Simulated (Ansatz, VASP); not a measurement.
# Two plane-wave programs on Cr

The input INCAR:

```
SYSTEM = Cr
ALGO = Normal ; EDIFF = 1E-7
EDIFFG = -0.002 ; ENCUT = 500
GGA = PE ; GGA_COMPAT = .False.
IBRION = 2 ; ISIF = 3
ISMEAR = 0 ; LASPH = .True.
LCHARG = .False. ; LREAL = .False.
LWAVE = .False. ; NELM = 120
NELMIN = 4 ; NSW = 100
PREC = Accurate ; SIGMA = 0.1
```

Contents of KPOINTS:

```
k-points
0
Gamma
  20 20 20
  0 0 0
```

The input POSCAR:

```
Cr
1.0
   -1.4244740815      1.4244740815      1.4244740815
    1.4244740815     -1.4244740815      1.4244740815
    1.4244740815      1.4244740815     -1.4244740815
Cr
1
Direct
    0.0000000000      0.0000000000      0.0000000000
```

Input for Ansatz:

```yaml
crystal:
  lattice:
    - [-1.4244740815, 1.4244740815, 1.4244740815]
    - [1.4244740815, -1.4244740815, 1.4244740815]
    - [1.4244740815, 1.4244740815, -1.4244740815]
  atoms:
    - { symbol: Cr, position: [0.0, 0.0, 0.0] }
basis:
  ecutwfc: 420
kpoints:
  mp_grid: { grid: [20, 20, 20] }
hamiltonian:
  xc: pbe
  pseudopotentials: { kind: paw, azcp: { folder: soft_1 } }
scf:
  occupations: { method: gaussian, width: 0.1 }
output:
  forces: true
  stress: true
  eigenvalues: true
  write_density: true
  write_potential: true
  elf: true
  volumetric_format: npy
relax:
  adjacent_minimum: "off"
  f_tol: 0.002
  max_steps: 80
  cell: { stress_tol: 0.02 }
```

Alike in both runs: task relaxation of cell and atoms; functional PBE; k mesh 20 × 20 × 20; occupations gaussian, width 0.1 eV; no spin polarisation.

|  | VASP | Ansatz |
| --- | --- | --- |
| version | VASP 6.6.1 | Ansatz 0.2.0 |
| potentials or method | VASP PAW PBE potentials, release 64 (Cr_pv), cutoff 500 eV | scalar-relativistic, plane waves, PAW |
| valence electrons in the cell | 12 | 14 |

Ansatz gave:

```
gap on the k mesh at the Fermi level, each at its own relaxed structure (eV) : none
relaxed volume (Å³/atom)                                                     : 11.55
relaxed cell length with the largest relative difference (Å)                 : 2.466
```

Q: Which values does VASP return?

A: gap on the k mesh at the Fermi level, each at its own relaxed structure (eV): none; relaxed volume (Å³/atom): 11.52; relaxed cell length with the largest relative difference (Å): 2.464.

A gap of «none» marks a metal or a gap that the smearing closes. VASP's potentials hold 12 valence electrons a cell and Ansatz's 14, so a difference there can come from the potentials and not from the codes.
